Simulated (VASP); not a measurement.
The system is Be4S.

```
Be S
1.0
     3.85753    0.00000    0.00000
     0.00000    3.85753    0.00000
     0.00000    0.00000    3.85753
Be S
4 1
Direct
  0.25000 0.25000 0.25000
  0.75000 0.75000 0.25000
  0.25000 0.75000 0.75000
  0.75000 0.25000 0.75000
  0.00000 0.00000 0.00000
```

| Quantity | Value |
| --- | --- |
| Program | VASP 6.6.1 |
| Task | relaxation of cell and atoms |
| Functional | PBE |
| Potentials or basis | VASP PAW PBE potentials, release 64 (Be, S) |
| Cutoff | 600 eV |
| k mesh | 4 × 4 × 4 |
| Occupations | gaussian, width 0.1 eV |
| Spin | no spin polarisation |

At the start: pressure 36.4 GPa; volume 11.48 Å³/atom.

Question: Where does the relaxation end?

Answer: Over 11 steps the energy falls by 1097.8 meV/atom and the volume is 11.53 Å³/atom (+0.5 %); space group P-43m (No. 215, to 0.05 Å).

The path:
```
step  energy change (eV)  largest force (eV/Å)  pressure (GPa)  volume (Å³)
   1              0.0000                8.7720           36.41        57.40
   2             -3.5709                1.0068          -15.91        81.92
   3             -4.7549                0.8586          -11.55        70.67
   4             -4.7581                0.9443          -11.20        70.34
   5             -4.7583                1.0493          -10.72        69.95
   6             -5.3520                0.4977           -6.02        62.63
   7             -5.4854                0.1571           -0.92        58.15
   8             -5.4850                0.1160           -1.22        58.37
   9             -5.4881                0.0777           -0.28        57.84
  10             -5.4883                0.0450           -0.44        57.93
  11             -5.4889                0.0063           -0.06        57.66
```

Final structure:
```
Be S
1.0
     3.86336    0.00000    0.00000
     0.00000    3.86336    0.00000
     0.00000    0.00000    3.86336
Be S
4 1
Direct
  0.30106 0.30106 0.30106
  0.69894 0.69894 0.30106
  0.30106 0.69894 0.69894
  0.69894 0.30106 0.69894
  0.00000 0.00000 0.00000
```

Caveat: the k points lie up to 0.41 Å⁻¹ apart in the final cell.
